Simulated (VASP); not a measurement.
Input of a VASP 6.6.1 run:

Contents of INCAR:

```
PREC     = Accurate       # precision mode
ENCUT    = 520            # plane-wave cutoff, eV
EDIFF    = 1E-7           # SCF threshold, eV
ISMEAR   = 0              # smearing method
SIGMA    = 0.1            # smearing width, eV
LREAL    = F              # projectors in reciprocal space
LASPH    = T              # aspherical terms in the spheres
NELM     = 60             # most SCF steps
ALGO     = Normal         # electronic algorithm
ISIF     = 2              # what is computed and relaxed
LWAVE    = F              # write WAVECAR
LCHARG   = F              # write CHGCAR
LDIPOL   = T            
IDIPOL   = 3            
DIPOL    = 0.5 0.5 0.446
GGA      = PE             # functional
IVDW     = 12             # dispersion correction
NBANDS   = 78             # bands
```

KPOINTS

```
Automatic mesh
0
Gamma
  4 4 1
```

File POSCAR:

```
Ta
1.0
    5.6896945749      0.0000000000      0.0000000000
   -1.8965648583      5.3642954891      0.0000000000
    0.0000000000      0.0000000000     23.0184181232
Ta
12
Direct
    0.2500000000      0.2500000000      0.3475477749
    0.2500000000      0.7500000000      0.3475477749
    0.7500000000      0.2500000000      0.3475477749
    0.7500000000      0.7500000000      0.3475477749
    0.4986804797      0.4999645253      0.4456197641
    0.4995519126      0.0004183599      0.4477231144
   -0.0010404227      0.5011937873      0.4454761754
    0.0000647938      0.0014564571      0.4456212442
    0.7517028747      0.7483871716      0.5415068663
    0.7523251632      0.2556220272      0.5473747778
    0.2444864347      0.7476996882      0.5474128143
    0.2480126274      0.2522205803      0.5447502269
```

Potentials or basis: VASP PAW PBE potentials, release 64 (Ta_pv).

Run with:

```sh
$ cat potpaw_PBE.64/Ta_pv/POTCAR > POTCAR
$ mpirun -np 1 vasp_std > vasp.out
```

(1) Estimate the band gap on the k mesh.

(2) Predict the dispersion energy per atom.

(3) Estimate the largest force.

Results:

(1) zero (bands 66 and 67 overlap by 0.92 eV).

(2) -0.427 eV.

(3) 0.643 eV/Å.

Caveat: spin-orbit coupling is left out, which moves the levels of the heavy elements.
